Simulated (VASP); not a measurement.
Here is a VASP 6.6.1 calculation.

File INCAR:

```
SYSTEM = H15NO6
  PREC = Accurate
  ENCUT = 520
  EDIFF = 1E-6
  ISMEAR = -1
  SIGMA = 0.02
  LREAL = Auto
  LASPH = .True.
  NELM = 100
  ALGO = Normal
  ISIF = 2
  LWAVE = .False.
  LCHARG = .False.
  GGA = PE
  IVDW = 12
  NBANDS = 45
```

KPOINTS

```
Automatic mesh
0
Gamma
  1 1 1
  0 0 0
```

File POSCAR:

```
H15NO6
1.0
    5.8196320000      0.0000000000      0.0000000000
    0.0000000000      5.8196320000      0.0000000000
    0.0000000000      0.0000000000      5.8196320000
O H N
6 15 1
Direct
    1.1014098486      0.6260189648      0.8522188345
   -0.0567389828      0.1514185089      0.6969856513
    0.6269124921      0.8727184124     -0.0140386884
    0.6564848087      0.1602506825      0.3512077740
    0.4778996335      0.3774980961      0.9575519552
    0.3946641300      0.7029310444      0.4992755556
    1.0874742595      0.7490851655      0.9828112843
    0.9615384615      0.5380065269      0.8223200367
   -0.1360223464      0.1475866515      0.5335732569
    0.0902806226      0.0757092545      0.7089623536
    0.7859087997      0.8766190027     -0.0722038782
    0.5884392690      0.7061786725     -0.0304486607
    0.6464154435      0.3108787635      0.2733506174
    0.6496630715      0.0579589912      0.2119206163
    0.3514998887      0.4594104919      0.9019814311
    0.5148435502      0.2613051822      0.8379223978
    0.5036229095      0.8160653457      0.5578703258
    0.2691235460      0.6900608148      0.6084920833
   -0.0025087497      0.0355005265      0.2415788490
    0.2448608434     -0.1182205335      0.2793475601
    0.2503251065      0.0995251933      0.1054877697
    0.1407992808     -0.0394354832      0.1616425231
```

Potentials or basis: VASP PAW PBE potentials, release 64 (O, H, N).

Run with:

```console
$ cat potpaw_PBE.64/O/POTCAR potpaw_PBE.64/H/POTCAR potpaw_PBE.64/N/POTCAR > POTCAR
$ mpirun -np 1 vasp_gam > vasp.out
```

Q: Estimate the dispersion energy per atom.

A: -0.039 eV.

Q: What does it give for the largest force?

A: 3.181 eV/Å.

Q: Estimate the band gap on the k mesh.

A: 4.35 eV.

Q: Estimate the pressure.

A: -0.7 GPa.

Forces on the atoms (eV/Å):
```
O   -0.163  0.203  0.038
O   -1.352  0.523 -0.962
O    0.543 -1.118 -0.474
O    0.321  0.416 -0.867
O    2.446 -2.024  0.200
O    0.859  0.087 -0.890
H    0.218 -0.050 -0.269
H    0.252 -0.141  0.188
H    0.953 -0.193  1.701
H    0.110 -0.187 -0.526
H   -0.328  0.513 -0.135
H   -0.047  0.684  0.405
H   -0.290 -0.246  0.472
H   -0.238 -0.280  0.548
H   -2.580  1.361 -0.873
H    0.052  0.763  0.634
H   -0.243 -0.071  0.137
H   -0.391 -0.069  0.836
H    1.119 -0.441 -0.371
H   -0.213 -0.330  0.517
H   -1.381 -1.216  0.363
N    0.353  1.814 -0.672
```

Caveat: the k points lie up to 1.08 Å⁻¹ apart.
